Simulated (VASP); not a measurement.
# HfB2 (P6/mmm) in VASP: further runs, part 2 of 2

VASP 6.6.1.

### 4 Single point, LDA

This run uses another cell than the first one, of 9.61 Å³/atom, 1.010 times its volume.

File INCAR:

```
PREC = Accurate ; ENCUT = 500
EDIFF = 1E-6 ; ISMEAR = 1
SIGMA = 0.05 ; LREAL = F
LASPH = T ; NELM = 120
ALGO = Normal ; ISIF = 2
LWAVE = F ; LCHARG = F
GGA = CA ; NBANDS = 15
GGA_COMPAT = F
```

File KPOINTS:

```
Automatic mesh
0
Gamma
  9 9 8
```

File POSCAR:

```
HfB2
1.0
    3.1164492259      0.0000000000      0.0000000000
   -1.5582246129      2.6989241992      0.0000000000
    0.0000000000      0.0000000000      3.4265850869
Hf B
1 2
Direct
    0.0000000000      0.0000000000      0.0000000000
    0.3333333333      0.6666666667      0.5000000000
    0.6666666667      0.3333333333      0.5000000000
```

Potentials or basis: VASP PAW LDA potentials, release 64 (Hf_pv, B).

On the command line:

```
$ cat potpaw_LDA.64/Hf_pv/POTCAR potpaw_LDA.64/B/POTCAR > POTCAR
$ mpirun -np 1 vasp_std > vasp.out
```

OUTCAR:

```text
PREC = Accurate
   ENCUT = 500
   EDIFF = 1E-6
   ISMEAR = 1
   LREAL = F
   LASPH = T
   NELM = 120
   ISIF = 2
   GGA = CA

 ion  position               nearest neighbor table
   1  0.000  0.000  0.000-   2 2.48   3 2.48   2 2.48   3 2.48   2 2.48   2 2.48   3 2.48   3 2.48
                             3 2.48   3 2.48   2 2.48   2 2.48
   2  0.333  0.667  0.500-   3 1.80   3 1.80   3 1.80   1 2.48   1 2.48   1 2.48   1 2.48   1 2.48
                             1 2.48
   3  0.667  0.333  0.500-   2 1.80   2 1.80   2 1.80   1 2.48   1 2.48   1 2.48   1 2.48   1 2.48
                             1 2.48

  LATTYP: Found a hexagonal cell.
 ALAT       =     3.1164492259
 C/A-ratio  =     1.0995157753

  Lattice vectors:

 A1 = (   3.1164492259,   0.0000000000,   0.0000000000)
 A2 = (  -1.5582246129,   2.6989241992,   0.0000000000)
 A3 = (   0.0000000000,   0.0000000000,   3.4265850869)

Analysis of symmetry for initial positions (statically):
=====================================================================
 Subroutine PRICEL returns:
 Original cell was already a primitive cell.

 Routine SETGRP: Setting up the symmetry group for a
 hexagonal supercell.

 Subroutine GETGRP returns: Found 24 space group operations
 (whereof 24 operations were pure point group operations)
 out of a pool of 24 trial point group operations.

The static configuration has the point symmetry D_6h.

Analysis of symmetry for dynamics (positions and initial velocities):
=====================================================================
 Subroutine PRICEL returns:
 Original cell was already a primitive cell.

 Routine SETGRP: Setting up the symmetry group for a
 hexagonal supercell.

 Subroutine GETGRP returns: Found 24 space group operations
 (whereof 24 operations were pure point group operations)
 out of a pool of 24 trial point group operations.

The dynamic configuration has the point symmetry D_6h.

 Subroutine INISYM returns: Found 24 space group operations
 (whereof 24 operations are pure point group operations),
 and found     1 'primitive' translations

[... 125 lines left out ...]
   LEPSILON=     F    determine dielectric tensor
   LRPA    =     F    only Hartree local field effects (RPA)
 non-spin polarized calculation
 Methfessel and Paxton  Order N= 1 SIGMA  =   0.05
  energy-cutoff  :      500.00
  volume of cell :       28.82
 maximum number of plane-waves:       750
 NGX is ok and might be reduce to    24
   NGX = 11   NGY = 11   NGZ = 13

 number of electron      16.0000000 magnetization

 Free energy of the ion-electron system (eV)
  ---------------------------------------------------
  ext. energy  EPLUGINS =         0.00000000
  ---------------------------------------------------
  free energy    TOTEN  =       -28.93809920 eV

  energy without entropy =      -28.93766400  energy(sigma->0) =      -28.93795414

 E-fermi :   7.8997     XC(G=0): -12.8650

 val. band max:        7.8817740833   @ k =   0.1111   0.0000   0.5000
 cond. band min:       7.9072727067   @ k =   0.2222   0.2222   0.0000
 fundamental gap:      0.0254986234
 Fermi energy:         7.8996751594

 k-point     1 :       0.0000    0.0000    0.0000
  band No.  band energies     occupation
      1     -22.4667      2.00000
      2     -21.9298      2.00000
      3     -21.9298      2.00000
      4      -5.8237      2.00000
      5       4.8605      2.00000
      6       4.8984      2.00000
      7       4.8984      2.00000
      8       5.2971      2.00000
      9      11.9971      0.00000
     10      11.9971      0.00000
     11      12.7378      0.00000
     12      12.7378      0.00000
     13      13.0151      0.00000
     14      13.0151      0.00000
[... 401 lines left out ...]
      2     -22.5163      2.00000
      3     -22.3399      2.00000
      4      -0.4110      2.00000
      5      -0.4110      2.00000
      6       0.3532      2.00000
      7       5.1475      2.00000
      8       5.1475      2.00000
      9      10.3456      0.00000
     10      10.3456      0.00000
     11      11.5105      0.00000
     12      17.0901      0.00000
     13      17.0901      0.00000
     14      17.6668      0.00000
     15      20.3962      0.00000

 [... further k-points ...]
[... 5 lines left out ...]
  --------------------------------------------------------------------------------------
  -------------------------------------------------------------------------------------
  Total       -0.4563792     -0.4563792     -0.1789651     -0.0000000      0.0000000      0.0000000
  in kB      -25.3702132    -25.3702132     -9.9487067     -0.0000000      0.0000000      0.0000000
  external PRESSURE =     -20.2297110 kB  Pullay stress =       0.0000000 kB

 VOLUME and BASIS-vectors are now :
 -----------------------------------------------------------------------------
  energy-cutoff  :      500.00
  volume of cell :       28.82
      direct lattice vectors                 reciprocal lattice vectors
     3.116449226  0.000000000  0.000000000     0.320878002  0.185259001  0.000000000
    -1.558224613  2.698924199  0.000000000     0.000000000  0.370518001  0.000000000
     0.000000000  0.000000000  3.426585087     0.000000000  0.000000000  0.291835742

 POSITION                                       TOTAL-FORCE (eV/Angst)
 -----------------------------------------------------------------------------------
      0.00000      0.00000      0.00000        -0.000000      0.000000      0.000000
     -0.00000      1.79928      1.71329        -0.000000      0.000000      0.000000
      1.55822      0.89964      1.71329         0.000000      0.000000      0.000000
 -----------------------------------------------------------------------------------
    total drift:                               -0.000000      0.000000      0.000000

  FREE ENERGIE OF THE ION-ELECTRON SYSTEM (eV)
  ---------------------------------------------------
  free  energy   TOTEN  =       -28.9380992042 eV

  energy  without entropy=      -28.9376640005  energy(sigma->0) =      -28.93795414
```

OSZICAR:

```text
N       E                     dE             d eps       ncg     rms          rms(c)
DAV:   1     0.253526774332E+02    0.25353E+02   -0.77993E+03  1800   0.983E+02
DAV:   2    -0.299528149966E+02   -0.55305E+02   -0.51673E+02  2403   0.218E+02
DAV:   3    -0.314299451726E+02   -0.14771E+01   -0.14691E+01  2269   0.260E+01
DAV:   4    -0.314356143892E+02   -0.56692E-02   -0.56679E-02  2213   0.200E+00
DAV:   5    -0.314356484285E+02   -0.34039E-04   -0.34039E-04  2311   0.135E-01    0.561E+01
DAV:   6    -0.290610084245E+02    0.23746E+01   -0.28844E+00  2199   0.124E+01    0.410E+01
DAV:   7    -0.290128960565E+02    0.48112E-01   -0.10076E+00  2255   0.712E+00    0.121E+01
DAV:   8    -0.289442045378E+02    0.68692E-01   -0.26738E-01  2080   0.392E+00    0.181E+00
DAV:   9    -0.289386347111E+02    0.55698E-02   -0.25234E-02  2095   0.127E+00    0.566E-01
DAV:  10    -0.289380932271E+02    0.54148E-03   -0.13472E-03  2164   0.320E-01    0.241E-01
DAV:  11    -0.289381013188E+02   -0.80917E-05   -0.91694E-05  2199   0.734E-02    0.114E-01
DAV:  12    -0.289380992406E+02    0.20782E-05   -0.33464E-06  2234   0.131E-02    0.502E-03
DAV:  13    -0.289380992042E+02    0.36376E-07   -0.24181E-07  1131   0.385E-03
   1 F= -.28938099E+02 E0= -.28937954E+02  d E =-.435204E-03
```

stdout:

```text
POSCAR found type information on POSCAR HfB
 POSCAR found :  2 types and       3 ions
 scaLAPACK will be used
 LDA part: xc-table for (Slater(with rela. corr.)+CA(PZ))
 , standard interpolation
 POSCAR, INCAR and KPOINTS ok, starting setup
 FFT: planning ... GRIDC
 FFT: planning ... GRID_SOFT
 FFT: planning ... GRID
 WAVECAR not read
 entering main loop
```

Run time: 8.5 s. Hardware: 1 thread of Intel Xeon 6975P-C (Granite Rapids), shared host; peak memory 0.14 GiB.

Results:

- Free energy: -28.9381 eV
- Pressure: -2.0 GPa
- Band gap on the k mesh: zero (band 8 reaches 8.41 eV, above the bottom of band 9 at 7.76 eV)

Stress tensor (GPa, compression positive):
```
-2.54  0.00  0.00
 0.00 -2.54  0.00
 0.00  0.00 -0.99
```

Caveat: spin-orbit coupling is left out, which moves the levels of the heavy elements.

### 5 Single point, LDA

This run uses another cell than the first one, of 9.42 Å³/atom, 0.990 times its volume.

File INCAR:

```
ALGO = Normal
EDIFF = 1E-6
ENCUT = 500
GGA_COMPAT = F
ISIF = 2
ISMEAR = 1
LASPH = T
LCHARG = F
LREAL = F
LWAVE = F
NBANDS = 15
NELM = 120
PREC = Accurate
SIGMA = 0.05
```

File KPOINTS:

```
k-points
0
Gamma
  10 10 8
```

File POSCAR:

```
HfB2
1.0
    3.0957413105      0.0000000000      0.0000000000
   -1.5478706553      2.6809906185      0.0000000000
    0.0000000000      0.0000000000      3.4038164073
Hf B
1 2
Direct
    0.0000000000      0.0000000000      0.0000000000
    0.3333333333      0.6666666667      0.5000000000
    0.6666666667      0.3333333333      0.5000000000
```

On the command line:

```
$ cat potpaw_LDA.64/Hf_pv/POTCAR potpaw_LDA.64/B/POTCAR > POTCAR
$ mpirun -np 1 vasp_std > vasp.out
```

It took 9.8 s on 1 thread of Intel Xeon 6975P-C (Granite Rapids), shared host; peak memory 0.14 GiB.

It converged, with:

```
Free energy            : -28.9447 eV
Pressure               : 3.6 GPa
Band gap on the k mesh : zero (band 8 reaches 8.59 eV, above the bottom of band 9 at 7.80 eV)
```

Stress tensor (GPa, compression positive):
```
2.85 0.00 0.00
0.00 2.85 0.00
0.00 0.00 5.04
```

Levels at points of the mesh, in eV from the Fermi level:
```csv
k point,band 4,band 5,band 6,band 7,band 8,band 9,band 10,band 11,band 12,band 13
"(0.00, 0.00, 0.00)",-13.65,-2.91,-2.86,-2.86,-2.41,4.38,4.38,5.13,5.13,5.39
"(0.50, 0.00, 0.00)",-9.73,-8.68,-4.05,-3.26,-2.84,2.49,3.02,6.12,6.15,6.99
"(0.00, 0.00, 0.50)",-10.93,-8.28,-1.02,-1.02,0.41,0.41,1.17,1.17,2.64,5.37
"(0.50, 0.00, 0.50)",-10.25,-7.20,-4.97,-4.68,-2.27,4.60,4.68,6.72,7.97,7.99
```

Caveat: spin-orbit coupling is left out, which moves the levels of the heavy elements.

### 6 Relaxation of cell and atoms, LDA

This run uses another cell than the first one, of 9.93 Å³/atom, 1.043 times its volume.

File INCAR:

```
PREC = Accurate ; ENCUT = 500
EDIFF = 1E-7 ; ISMEAR = 1
SIGMA = 0.05 ; LREAL = F
LASPH = T ; NELM = 120
ALGO = Normal ; ISIF = 3
LWAVE = F ; LCHARG = F
GGA = CA ; IBRION = 2
NSW = 60 ; EDIFFG = -0.01
GGA_COMPAT = F ; NELMIN = 4
```

File KPOINTS:

```
regular mesh
0
Gamma
  9 9 7
```

File POSCAR:

```
HfB2
1.0
    3.1500000000      0.0000000000      0.0000000000
   -1.5750000000      2.7279800219      0.0000000000
    0.0000000000      0.0000000000      3.4650000000
Hf B
1 2
Direct
    0.0000000000      0.0000000000      0.0000000000
    0.3333333333      0.6666666667      0.5000000000
    0.6666666667      0.3333333333      0.5000000000
```

Potentials or basis: VASP PAW LDA potentials, release 64 (Hf_pv, B).

On the command line:

```
$ cat potpaw_LDA.64/Hf_pv/POTCAR potpaw_LDA.64/B/POTCAR > POTCAR
$ mpirun -np 1 vasp_std > vasp.out
```

It took 16 s on 1 thread of Intel Xeon 6975P-C (Granite Rapids), shared host; peak memory 0.15 GiB.

Results (log left out):

```
Free energy                            : -28.9418 eV
Relaxed volume                         : 9.54 Å³/atom
Relaxed cell                           : a = 3.106 Å, b = 3.106 Å, c = 3.424 Å, α = 90.00°, β = 90.00°, γ = 120.00°
Space group after relaxing (to 0.05 Å) : P6/mmm (No. 191)
Energy gained by relaxing              : 12.9 meV/atom
Ionic steps                            : 4
Pressure after relaxing                : 0.1 GPa
Band gap on the k mesh                 : zero (band 8 reaches 8.58 eV, above the bottom of band 9 at 7.96 eV)
```

Stress tensor (GPa, compression positive):
```
 0.11  0.00  0.00
 0.00  0.11  0.00
 0.00  0.00 -0.02
```

Step by step:
| step | energy change (eV) | largest force (eV/Å) | pressure (GPa) | volume (Å³) |
| --- | --- | --- | --- | --- |
| 1 | 0.0000 | 0.0000 | -10.28 | 29.78 |
| 2 | 0.0364 | 0.0000 | 16.67 | 27.11 |
| 3 | -0.0387 | 0.0000 | -0.15 | 28.63 |
| 4 | -0.0387 | 0.0000 | 0.06 | 28.61 |

Final structure:
```cif
data_structure
_symmetry_space_group_name_H-M 'P 1'
_symmetry_Int_Tables_number 1
_cell_length_a 3.1061
_cell_length_b 3.1061
_cell_length_c 3.4238
_cell_angle_alpha 90.000
_cell_angle_beta 90.000
_cell_angle_gamma 120.000
_cell_volume 28.61
loop_
_atom_site_label
_atom_site_type_symbol
_atom_site_fract_x
_atom_site_fract_y
_atom_site_fract_z
_atom_site_occupancy
Hf1 Hf 0.00000 0.00000 0.00000 1
B1 B 0.33333 0.66667 0.50000 1
B2 B 0.66667 0.33333 0.50000 1
```

Levels at points of the mesh, in eV from the Fermi level:
```tsv
k point	band 5	band 6	band 7	band 8	band 9	band 10	band 11	band 12
(0.00, 0.00, 0.00)	-3.10	-3.03	-3.03	-2.65	4.11	4.11	4.83	4.83
```

Caveat: spin-orbit coupling is left out, which moves the levels of the heavy elements.

### 7 Summary

```csv
task,cell,k mesh,gap on the mesh (eV),pressure (GPa)
single point,"a = 3.106, b = 3.106, c = 3.415 Å, angles 90.0, 90.0, 120.0°, 3 atoms",9 × 9 × 7,none,0.7
single point,"a = 3.106, b = 3.106, c = 3.415 Å, angles 90.0, 90.0, 120.0°, 3 atoms",9 × 9 × 8,none,0.7
single point,"a = 3.116, b = 3.116, c = 3.427 Å, angles 90.0, 90.0, 120.0°, 3 atoms",9 × 9 × 8,none,-2.0
single point,"a = 3.096, b = 3.096, c = 3.404 Å, angles 90.0, 90.0, 120.0°, 3 atoms",10 × 10 × 8,none,3.6
relaxation of cell and atoms,"relaxed from a = 3.150, b = 3.150, c = 3.465 Å, angles 90.0, 90.0, 120.0°, 3 atoms",9 × 9 × 7,none,0.1
```

Alike in all rows: level LDA; potentials or basis VASP PAW LDA potentials, release 64 (Hf_pv, B); no spin polarisation; cutoff (eV) 500; smearing methfessel-paxton 0.05 eV.

Caveats: spin-orbit coupling is left out, which moves the levels of the heavy elements.

Total energies depend on the potentials used, so only differences within one code and one set of settings carry meaning.
